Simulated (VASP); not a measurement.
# TiO2 (P4_2/mnm) in VASP: further runs

Runs on TiO2. Level: PBE+U. Tasks: single point.

Program: VASP 6.6.1. These are calculated values, not measurements. Logs are shortened: lines on timing, memory, paths and dates and some standing lists are left out, and cuts for length are marked.

## Step 1: The cell of the first run

Symmetry: P4_2/mnm, No. 136, tetragonal system. Conventional cell: a = 4.269 Å, b = 4.269 Å, c = 2.766 Å, α = 90.00°, β = 90.00°, γ = 90.00°. Within 2.4 Å of Ti (site symmetry mmm) lie 6 O at 1.81 to 1.85 Å. O (site symmetry m2m) has 3 Ti at 1.81 to 1.85 Å and 1 O at 2.35 Å within 2.4 Å.

## Step 2: Single point, PBE+U (strain -0.080 along x and y, -0.080 along z)

File INCAR:

```
  PREC = Accurate
  ENCUT = 520
  EDIFF = 1E-6
  ISMEAR = 0
  SIGMA = 0.05
  LREAL = F
  LASPH = T
  NELM = 150
  ALGO = Normal
  ISIF = 2
  LWAVE = F
  LCHARG = F
  LMAXMIX = 4
  LDAU = T
  LDAUTYPE = 2
  LDAUL = 2 -1
  LDAUU = 4 0
  LDAUJ = 0 0
  LDAUPRINT = 1
  GGA = PE
  NBANDS = 33
```

File KPOINTS:

```
Automatic mesh
0
Gamma
  6 6 10
```

File POSCAR:

```
TiO2
1.0
    4.2691518190      0.0000000000      0.0000000000
    0.0000000000      4.2691518190      0.0000000000
    0.0000000000      0.0000000000      2.7658729780
Ti O
2 4
Direct
    0.0000000000      0.0000000000      0.0000000000
    0.5000000000      0.5000000000      0.5000000000
    0.3056475955      0.3056475955      0.0000000000
    0.1943524045      0.8056475955      0.5000000000
    0.6943524045      0.6943524045      0.0000000000
    0.8056475955      0.1943524045      0.5000000000
```

Potentials or basis: VASP PAW PBE potentials, release 64 (Ti_sv, O).

On the command line:

```bash
$ cat potpaw_PBE.64/Ti_sv/POTCAR potpaw_PBE.64/O/POTCAR > POTCAR
$ mpirun -np 1 vasp_std > vasp.out
```

OUTCAR:

```text
PREC = Accurate
   ENCUT = 520
   EDIFF = 1E-6
   ISMEAR = 0
   LREAL = F
   LASPH = T
   NELM = 150
   ISIF = 2
   GGA = PE

 ion  position               nearest neighbor table
   1  0.000  0.000  0.000-   4 1.81   6 1.81   4 1.81   6 1.81   5 1.85   3 1.85
   2  0.500  0.500  0.500-   3 1.81   5 1.81   3 1.81   5 1.81   4 1.85   6 1.85
   3  0.306  0.306  0.000-   2 1.81   2 1.81   1 1.85
   4  0.194  0.806  0.500-   1 1.81   1 1.81   2 1.85
   5  0.694  0.694  0.000-   2 1.81   2 1.81   1 1.85
   6  0.806  0.194  0.500-   1 1.81   1 1.81   2 1.85

  LATTYP: Found a simple tetragonal cell.
 ALAT       =     4.2691518190
 C/A-ratio  =     0.6478741200

  Lattice vectors:

 A1 = (   4.2691518190,   0.0000000000,   0.0000000000)
 A2 = (   0.0000000000,   4.2691518190,   0.0000000000)
 A3 = (   0.0000000000,   0.0000000000,   2.7658729780)

Analysis of symmetry for initial positions (statically):
=====================================================================
 Subroutine PRICEL returns:
 Original cell was already a primitive cell.

 Routine SETGRP: Setting up the symmetry group for a
 simple tetragonal supercell.

 Subroutine GETGRP returns: Found 16 space group operations
 (whereof  8 operations were pure point group operations)
 out of a pool of 16 trial point group operations.

The static configuration has the point symmetry D_2h.
 The point group associated with its full space group is D_4h.

Analysis of symmetry for dynamics (positions and initial velocities):
=====================================================================
 Subroutine PRICEL returns:
 Original cell was already a primitive cell.

 Routine SETGRP: Setting up the symmetry group for a
 simple tetragonal supercell.

 Subroutine GETGRP returns: Found 16 space group operations
 (whereof  8 operations were pure point group operations)
 out of a pool of 16 trial point group operations.

The dynamic configuration has the point symmetry D_2h.
 The point group associated with its full space group is D_4h.

 Subroutine INISYM returns: Found 16 space group operations
 (whereof  8 operations are pure point group operations),
 and found     1 'primitive' translations

----------------------------------------------------------------------------------------

                                     Primitive cell

  volume of cell :      50.4099

  direct lattice vectors                    reciprocal lattice vectors
     4.269151819  0.000000000  0.000000000     0.234238566  0.000000000  0.000000000
     0.000000000  4.269151819  0.000000000     0.000000000  0.234238566  0.000000000
     0.000000000  0.000000000  2.765872978     0.000000000  0.000000000  0.361549503

  length of vectors
     4.269151819  4.269151819  2.765872978     0.234238566  0.234238566  0.361549503

  position of ions in fractional coordinates (direct lattice)
     0.000000000  0.000000000  0.000000000
     0.500000000  0.500000000  0.500000000
     0.305647595  0.305647595  0.000000000
     0.194352405  0.805647595  0.500000000
     0.694352405  0.694352405  0.000000000
     0.805647595  0.194352405  0.500000000

  ion indices of the primitive-cell ions
   primitive index   ion index
                 1           1
                 2           2
                 3           3
                 4           4
                 5           5
                 6           6

[... 101 lines left out ...]
   LHFCALC =     F    Hartree Fock is set to
   AEXX    =    0.0000 exact exchange contribution
   IVDW    =     0    specifies the selected vdW correction
   LEPSILON=     F    determine dielectric tensor
   LRPA    =     F    only Hartree local field effects (RPA)
 non-spin polarized calculation
 Gauss-broadening in eV      SIGMA  =   0.05
  energy-cutoff  :      520.00
  volume of cell :       50.41
 maximum number of plane-waves:      1376
 NGX is ok and might be reduce to    32
   NGX = 15   NGY = 15   NGZ = 11

atom =   1  type =  1  l = 2

 onsite density matrix

spin component  1

  0.2414  0.0000 -0.0914  0.0000  0.0000
  0.0000  0.2254  0.0000 -0.1082  0.0000
 -0.0914  0.0000  0.1732  0.0000  0.0000
  0.0000 -0.1082  0.0000  0.2254  0.0000
  0.0000  0.0000  0.0000  0.0000  0.1131

spin component  2

  0.2414  0.0000 -0.0914  0.0000  0.0000
  0.0000  0.2254  0.0000 -0.1082  0.0000
 -0.0914  0.0000  0.1732  0.0000  0.0000
  0.0000 -0.1082  0.0000  0.2254  0.0000
  0.0000  0.0000  0.0000  0.0000  0.1131

 occupancies and eigenvectors

  o =  0.1098  v = -0.5703 -0.0000 -0.8215  0.0000  0.0000  0.0000  0.0000  0.0000  0.0000  0.0000      0.0000  0.0000  0.0000  0.0000  0.0000  0.0000  0.0000  0.0000  0.0000  0.0000
  o =  0.1098  v =  0.0000  0.0000  0.0000  0.0000  0.0000 -0.5703 -0.0000 -0.8215  0.0000  0.0000      0.0000  0.0000  0.0000  0.0000  0.0000  0.0000  0.0000  0.0000  0.0000  0.0000
  o =  0.1131  v = -0.0000  0.0000 -0.0000  0.0000 -1.0000  0.0000  0.0000  0.0000  0.0000  0.0000      0.0000  0.0000  0.0000  0.0000  0.0000  0.0000  0.0000  0.0000  0.0000  0.0000
  o =  0.1131  v =  0.0000  0.0000  0.0000  0.0000  0.0000 -0.0000  0.0000 -0.0000  0.0000 -1.0000      0.0000  0.0000  0.0000  0.0000  0.0000  0.0000  0.0000  0.0000  0.0000  0.0000
  o =  0.1172  v =  0.0000 -0.7071  0.0000 -0.7071 -0.0000  0.0000  0.0000  0.0000  0.0000  0.0000      0.0000  0.0000  0.0000  0.0000  0.0000  0.0000  0.0000  0.0000  0.0000  0.0000
  o =  0.1172  v =  0.0000  0.0000  0.0000  0.0000  0.0000  0.0000 -0.7071  0.0000 -0.7071 -0.0000      0.0000  0.0000  0.0000  0.0000  0.0000  0.0000  0.0000  0.0000  0.0000  0.0000
  o =  0.3049  v = -0.8215 -0.0000  0.5703  0.0000  0.0000  0.0000  0.0000  0.0000  0.0000  0.0000      0.0000  0.0000  0.0000  0.0000  0.0000  0.0000  0.0000  0.0000  0.0000  0.0000
  o =  0.3049  v =  0.0000  0.0000  0.0000  0.0000  0.0000 -0.8215 -0.0000  0.5703  0.0000  0.0000      0.0000  0.0000  0.0000  0.0000  0.0000  0.0000  0.0000  0.0000  0.0000  0.0000
  o =  0.3336  v =  0.0000  0.0000  0.0000  0.0000  0.0000  0.0000 -0.7071  0.0000  0.7071 -0.0000      0.0000  0.0000  0.0000  0.0000  0.0000  0.0000  0.0000  0.0000  0.0000  0.0000
  o =  0.3336  v =  0.0000 -0.7071  0.0000  0.7071 -0.0000  0.0000  0.0000  0.0000  0.0000  0.0000      0.0000  0.0000  0.0000  0.0000  0.0000  0.0000  0.0000  0.0000  0.0000  0.0000

atom =   2  type =  1  l = 2

 onsite density matrix

spin component  1

  0.2414  0.0000  0.0914  0.0000  0.0000
  0.0000  0.2254  0.0000  0.1082  0.0000
  0.0914  0.0000  0.1732  0.0000  0.0000
  0.0000  0.1082  0.0000  0.2254  0.0000
  0.0000  0.0000  0.0000  0.0000  0.1131

spin component  2

  0.2414  0.0000  0.0914  0.0000  0.0000
  0.0000  0.2254  0.0000  0.1082  0.0000
  0.0914  0.0000  0.1732  0.0000  0.0000
  0.0000  0.1082  0.0000  0.2254  0.0000
  0.0000  0.0000  0.0000  0.0000  0.1131

 occupancies and eigenvectors

  o =  0.1098  v = -0.5703  0.0000  0.8215  0.0000 -0.0000  0.0000  0.0000  0.0000  0.0000  0.0000      0.0000  0.0000  0.0000  0.0000  0.0000  0.0000  0.0000  0.0000  0.0000  0.0000
  o =  0.1098  v =  0.0000  0.0000  0.0000  0.0000  0.0000 -0.5703  0.0000  0.8215  0.0000 -0.0000      0.0000  0.0000  0.0000  0.0000  0.0000  0.0000  0.0000  0.0000  0.0000  0.0000
  o =  0.1131  v = -0.0000 -0.0000  0.0000  0.0000  1.0000  0.0000  0.0000  0.0000  0.0000  0.0000      0.0000  0.0000  0.0000  0.0000  0.0000  0.0000  0.0000  0.0000  0.0000  0.0000
  o =  0.1131  v =  0.0000  0.0000  0.0000  0.0000  0.0000 -0.0000 -0.0000  0.0000  0.0000  1.0000      0.0000  0.0000  0.0000  0.0000  0.0000  0.0000  0.0000  0.0000  0.0000  0.0000
  o =  0.1172  v =  0.0000  0.7071  0.0000 -0.7071  0.0000  0.0000  0.0000  0.0000  0.0000  0.0000      0.0000  0.0000  0.0000  0.0000  0.0000  0.0000  0.0000  0.0000  0.0000  0.0000
  o =  0.1172  v =  0.0000  0.0000  0.0000  0.0000  0.0000  0.0000  0.7071  0.0000 -0.7071  0.0000      0.0000  0.0000  0.0000  0.0000  0.0000  0.0000  0.0000  0.0000  0.0000  0.0000
  o =  0.3049  v = -0.8215  0.0000 -0.5703  0.0000 -0.0000  0.0000  0.0000  0.0000  0.0000  0.0000      0.0000  0.0000  0.0000  0.0000  0.0000  0.0000  0.0000  0.0000  0.0000  0.0000
  o =  0.3049  v =  0.0000  0.0000  0.0000  0.0000  0.0000 -0.8215  0.0000 -0.5703  0.0000 -0.0000      0.0000  0.0000  0.0000  0.0000  0.0000  0.0000  0.0000  0.0000  0.0000  0.0000
  o =  0.3336  v =  0.0000  0.0000  0.0000  0.0000  0.0000  0.0000 -0.7071  0.0000 -0.7071 -0.0000      0.0000  0.0000  0.0000  0.0000  0.0000  0.0000  0.0000  0.0000  0.0000  0.0000
  o =  0.3336  v =  0.0000 -0.7071  0.0000 -0.7071 -0.0000  0.0000  0.0000  0.0000  0.0000  0.0000      0.0000  0.0000  0.0000  0.0000  0.0000  0.0000  0.0000  0.0000  0.0000  0.0000

 number of electron      48.0000021 magnetization

 Free energy of the ion-electron system (eV)
  ---------------------------------------------------
  ext. energy  EPLUGINS =         0.00000000
  ---------------------------------------------------
  free energy    TOTEN  =       -44.49295353 eV

  energy without entropy =      -44.49295353  energy(sigma->0) =      -44.49295353

 E-fermi :   7.8397     XC(G=0): -12.5993

 val. band max:        7.5514941042   @ k =   0.0000   0.0000   0.0000
 cond. band min:      10.5239758931   @ k =   0.0000   0.0000   0.0000
 fundamental gap:      2.9724817890
 Fermi energy:         7.8396848853

 k-point     1 :       0.0000    0.0000    0.0000
  band No.  band energies     occupation
      1     -49.4784      2.00000
      2     -49.4276      2.00000
      3     -26.0336      2.00000
      4     -26.0336      2.00000
      5     -25.6538      2.00000
      6     -25.6538      2.00000
[... 853 lines left out ...]
     32      14.6857      0.00000
     33      16.0754      0.00000

 [... further k-points ...]
[... 5 lines left out ...]
  --------------------------------------------------------------------------------------
  -------------------------------------------------------------------------------------
  Total       29.3397569     29.3397569     37.9172867      0.0000000      0.0000000      0.0000000
  in kB      932.5060601    932.5060601   1205.1258576      0.0000000      0.0000000      0.0000000
  external PRESSURE =    1023.3793259 kB  Pullay stress =       0.0000000 kB

 VOLUME and BASIS-vectors are now :
 -----------------------------------------------------------------------------
  energy-cutoff  :      520.00
  volume of cell :       50.41
      direct lattice vectors                 reciprocal lattice vectors
     4.269151819  0.000000000  0.000000000     0.234238566  0.000000000  0.000000000
     0.000000000  4.269151819  0.000000000     0.000000000  0.234238566  0.000000000
     0.000000000  0.000000000  2.765872978     0.000000000  0.000000000  0.361549503

 POSITION                                       TOTAL-FORCE (eV/Angst)
 -----------------------------------------------------------------------------------
      0.00000      0.00000      0.00000        -0.000000      0.000000     -0.000000
      2.13458      2.13458      1.38294        -0.000000      0.000000     -0.000000
      1.30486      1.30486      0.00000        -1.257428     -1.257428      0.000000
      0.82972      3.43943      1.38294         1.257428     -1.257428      0.000000
      2.96430      2.96430      0.00000         1.257428      1.257428     -0.000000
      3.43943      0.82972      1.38294        -1.257428      1.257428     -0.000000
 -----------------------------------------------------------------------------------
    total drift:                                0.000000     -0.000000      0.000000

  FREE ENERGIE OF THE ION-ELECTRON SYSTEM (eV)
  ---------------------------------------------------
  free  energy   TOTEN  =       -44.4929535305 eV

  energy  without entropy=      -44.4929535305  energy(sigma->0) =      -44.49295353
```

Run time: 84 s. Hardware: 1 thread of Intel Xeon Platinum 8488C (Sapphire Rapids), shared host; peak memory 0.21 GiB.

Results:

* Free energy: -44.4930 eV
* Pressure: 102.3 GPa
* Largest force: 1.778 eV/Å
* Band gap on the k mesh: 2.97 eV, direct

Forces on the atoms (eV/Å):
```
Ti   0.000  0.000  0.000
Ti   0.000  0.000  0.000
O   -1.257 -1.257  0.000
O    1.257 -1.257  0.000
O    1.257  1.257  0.000
O   -1.257  1.257  0.000
```

Stress tensor (GPa, compression positive):
```
 93.25   0.00   0.00
  0.00  93.25   0.00
  0.00   0.00 120.51
```

Levels at points of the mesh, in eV from the valence-band top:
```
           k point  band 22  band 23  band 24  band 25  band 26  band 27
(0.00, 0.00, 0.00)    -0.48    -0.48     0.00     2.97     3.40     3.79
(0.50, 0.00, 0.00)    -1.85    -1.00    -1.00     3.94     3.94     4.64
(0.50, 0.50, 0.00)    -1.43    -1.07    -1.07     3.05     3.05     3.89
(0.00, 0.00, 0.50)    -2.99    -1.56    -1.56     4.48     4.48     4.80
(0.50, 0.00, 0.50)    -2.44    -1.37    -1.37     2.99     2.99     4.89
(0.50, 0.50, 0.50)    -1.66    -0.68    -0.68     3.88     3.88     4.71
```

Eigenvalues of the final occupation matrices:
| site | spin | trace | eigenvalues |
| --- | --- | --- | --- |
| site 1 d | 1 | 0.98 | 0.11 0.11 0.12 0.30 0.33 |
| site 1 d | 2 | 0.98 | 0.11 0.11 0.12 0.30 0.33 |
| site 2 d | 1 | 0.98 | 0.11 0.11 0.12 0.30 0.33 |
| site 2 d | 2 | 0.98 | 0.11 0.11 0.12 0.30 0.33 |

Caveat: the cell differs from its parent crystal (strain -0.080 along x and y, -0.080 along z); forces of over 1 eV/Å act on the atoms, so gaps and moduli don't describe the material at rest. A k mesh can miss the band edges.

## Step 3: Single point, PBE+U (strain -0.080 along x and y, -0.040 along z)

File INCAR:

```
PREC     = Accurate       # precision mode
ENCUT    = 520            # plane-wave cutoff, eV
EDIFF    = 1E-7           # SCF threshold, eV
ISMEAR   = 0              # smearing method
SIGMA    = 0.05           # smearing width, eV
LREAL    = False          # projectors in reciprocal space
LASPH    = True           # aspherical terms in the spheres
NELM     = 150            # most SCF steps
ALGO     = Normal         # electronic algorithm
ISIF     = 2              # what is computed and relaxed
LWAVE    = False          # write WAVECAR
LCHARG   = False          # write CHGCAR
LMAXMIX  = 4              # l up to which the mixer works
LDAU     = True           # DFT+U
LDAUTYPE = 2            
LDAUL    = 2 -1           # shell
LDAUU    = 4 0            # U, eV
LDAUJ    = 0 0          
LDAUPRINT= 1            
GGA      = PE             # functional
NBANDS   = 33             # bands
```

File KPOINTS:

```
regular mesh
0
Gamma
  6 6 10
```

Changes to POSCAR since step 2:

```diff
@@ -4,3 +4,3 @@
     0.0000000000      4.2691518190      0.0000000000
-    0.0000000000      0.0000000000      2.7658729780
+    0.0000000000      0.0000000000      2.8861283248
 Ti O
```

Potentials or basis: VASP PAW PBE potentials, release 64 (Ti_sv, O).

On the command line:

```bash
$ cat potpaw_PBE.64/Ti_sv/POTCAR potpaw_PBE.64/O/POTCAR > POTCAR
$ mpirun -np 1 vasp_std > vasp.out
```

It took 96 s on 1 thread of Intel Xeon Platinum 8488C (Sapphire Rapids), shared host; peak memory 0.21 GiB.

The run converged. Its results:

* Free energy: -45.8428 eV
* Pressure: 76.1 GPa
* Largest force: 0.819 eV/Å
* Band gap on the k mesh: 2.84 eV, direct

Forces in eV/Å, atoms in the order of the input:
```
Ti   0.000  0.000  0.000
Ti   0.000  0.000  0.000
O   -0.579 -0.579  0.000
O    0.579 -0.579  0.000
O    0.579  0.579  0.000
O   -0.579  0.579  0.000
```

Stress tensor (GPa, compression positive):
```
75.25  0.00  0.00
 0.00 75.25  0.00
 0.00  0.00 77.89
```

Levels at points of the mesh, in eV from the valence-band top:
```
           k point  band 21  band 22  band 23  band 24  band 25  band 26  band 27  band 28
(0.00, 0.00, 0.00)    -0.90    -0.44    -0.44     0.00     2.84     3.31     3.45     3.50
(0.50, 0.00, 0.00)    -2.11    -2.11    -0.97    -0.97     3.75     3.75     4.30     4.30
(0.50, 0.50, 0.00)    -1.67    -1.67    -1.00    -1.00     2.96     2.96     3.54     3.54
(0.00, 0.00, 0.50)    -2.70    -2.70    -1.53    -1.53     4.16     4.16     4.29     4.29
(0.50, 0.00, 0.50)    -2.34    -2.34    -1.33    -1.33     2.85     2.85     4.29     4.29
(0.50, 0.50, 0.50)    -1.60    -1.60    -0.68    -0.68     3.68     3.68     4.29     4.29
```

Eigenvalues of the final occupation matrices:
```
    site  spin  trace               eigenvalues
site 1 d     1   0.92  0.09 0.11 0.11 0.30 0.30
site 1 d     2   0.92  0.09 0.11 0.11 0.30 0.30
site 2 d     1   0.92  0.09 0.11 0.11 0.30 0.30
site 2 d     2   0.92  0.09 0.11 0.11 0.30 0.30
```

Caveat: the cell differs from its parent crystal (strain -0.080 along x and y, -0.040 along z). A k mesh can miss the band edges.

## Step 4: Single point, PBE+U (strain -0.080 along x and y, +0.000 along z)

File INCAR:

```
SYSTEM = TiO2
ALGO = Normal
EDIFF = 1E-7
ENCUT = 520
GGA = PE
ISIF = 2
ISMEAR = 0
LASPH = .TRUE.
LCHARG = .FALSE.
LDAU = .TRUE.
LDAUJ = 0 0
LDAUL = 2 -1
LDAUPRINT = 1
LDAUTYPE = 2
LDAUU = 4 0
LMAXMIX = 4
LREAL = .FALSE.
LWAVE = .FALSE.
NBANDS = 33
NELM = 150
PREC = Accurate
SIGMA = 0.05
```

File KPOINTS:

```
k-points
0
G
  6 6 10
  0 0 0
```

Changes to POSCAR since step 3:

```diff
@@ -4,3 +4,3 @@
     0.0000000000      4.2691518190      0.0000000000
-    0.0000000000      0.0000000000      2.8861283248
+    0.0000000000      0.0000000000      3.0063836717
 Ti O
```

On the command line:

```bash
$ cat potpaw_PBE.64/Ti_sv/POTCAR potpaw_PBE.64/O/POTCAR > POTCAR
$ mpirun -np 1 vasp_std > vasp.out
```

Run time: 1.8 min. Hardware: 1 thread of Intel Xeon Platinum 8488C (Sapphire Rapids), shared host; peak memory 0.22 GiB.

It converged, with:

* Free energy: -46.6769 eV
* Pressure: 55.2 GPa
* Largest force: 0.156 eV/Å
* Band gap on the k mesh: 2.75 eV, direct

Forces in eV/Å, atoms in the order of the input:
```
Ti   0.000  0.000  0.000
Ti   0.000  0.000  0.000
O   -0.110 -0.110  0.000
O    0.110 -0.110  0.000
O    0.110  0.110  0.000
O   -0.110  0.110  0.000
```

Stress tensor (GPa, compression positive):
```
60.36  0.00  0.00
 0.00 60.36  0.00
 0.00  0.00 44.80
```

Levels at points of the mesh, in eV from the valence-band top:
| k point | band 22 | band 23 | band 24 | band 25 | band 26 | band 27 |
| --- | --- | --- | --- | --- | --- | --- |
| (0.00, 0.00, 0.00) | -0.32 | -0.32 | 0.00 | 2.75 | 3.27 | 3.27 |
| (0.50, 0.00, 0.00) | -2.24 | -0.88 | -0.88 | 3.60 | 3.60 | 4.10 |
| (0.50, 0.50, 0.00) | -1.80 | -0.86 | -0.86 | 2.91 | 2.91 | 3.32 |
| (0.00, 0.00, 0.50) | -2.35 | -1.42 | -1.42 | 3.71 | 3.71 | 4.18 |
| (0.50, 0.00, 0.50) | -2.19 | -1.21 | -1.21 | 2.78 | 2.78 | 3.88 |
| (0.50, 0.50, 0.50) | -1.48 | -0.61 | -0.61 | 3.57 | 3.57 | 3.85 |

Eigenvalues of the final occupation matrices:
| site | spin | trace | eigenvalues |
| --- | --- | --- | --- |
| site 1 d | 1 | 0.88 | 0.08 0.11 0.12 0.28 0.30 |
| site 1 d | 2 | 0.88 | 0.08 0.11 0.12 0.28 0.30 |
| site 2 d | 1 | 0.88 | 0.08 0.11 0.12 0.28 0.30 |
| site 2 d | 2 | 0.88 | 0.08 0.11 0.12 0.28 0.30 |

Caveat: the cell differs from its parent crystal (strain -0.080 along x and y, +0.000 along z).

[end of part 1 of 2]
